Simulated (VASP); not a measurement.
# Sr2RePdO6: single point with PBE

The system is Sr2RePdO6.

```
Re Pd O Sr
1.0
     0.00000    5.59958    0.00000
     5.59958    0.00000    0.00000
     2.79979    2.79979   -3.99777
Re Pd O Sr
1 1 6 2
Direct
  0.50000 0.50000 0.00000
  0.00000 0.00000 0.00000
  0.22770 0.28610 0.00000
  0.28610 0.77230 0.00000
  0.77230 0.71390 0.00000
  0.71390 0.22770 0.00000
  0.25710 0.25710 0.48580
  0.74290 0.74290 0.51420
  0.75000 0.25000 0.50000
  0.25000 0.75000 0.50000
```

| Property | Result |
| --- | --- |
| Program | VASP 6.6.1 |
| Task | single point |
| Functional | PBE |
| Potentials or basis | VASP PAW PBE potentials, release 64 (Re_sv_GW, Pd_sv_GW, O, Sr_sv) |
| Cutoff | 700 eV |
| k mesh | 5 × 5 × 5 |
| Occupations | fermi-dirac, width 0.1 eV |
| Spin | no spin polarisation |

```
Pressure               : 8.6 GPa
Largest force          : 1.554 eV/Å
Band gap on the k mesh : zero (an odd number of electrons rules out a gap without spin polarisation)
```

Forces in eV/Å, atoms in the order of the input:
```
Re   0.000  0.000  0.000
Pd   0.000  0.000  0.000
O    1.302  0.570  0.000
O   -0.570  1.302  0.000
O   -1.302 -0.570  0.000
O    0.570 -1.302  0.000
O    0.000  0.000  1.554
O    0.000  0.000 -1.554
Sr   0.000  0.000  0.000
Sr   0.000  0.000  0.000
```

Stress tensor (GPa, compression positive):
```
8.55 0.00 0.00
0.00 8.55 0.00
0.00 0.00 8.66
```

Levels at points of the mesh, in eV from the Fermi level:
| k point | band 42 | band 43 | band 44 | band 45 | band 46 | band 47 |
| --- | --- | --- | --- | --- | --- | --- |
| (0.00, 0.00, 0.00) | -2.72 | -2.72 | -1.19 | -0.99 | 0.46 | 0.46 |

Wall time 20 min on 1 thread of AMD EPYC 7R43 64-Core Processor (Zen 3), with other jobs on the host, peak memory 0.44 GiB.

Caveat: the cell stands under pressure; spin-orbit coupling is left out, which moves the levels of the heavy elements; an odd number of electrons without spin polarisation forces a metal; a magnetic or distorted state may lie lower.
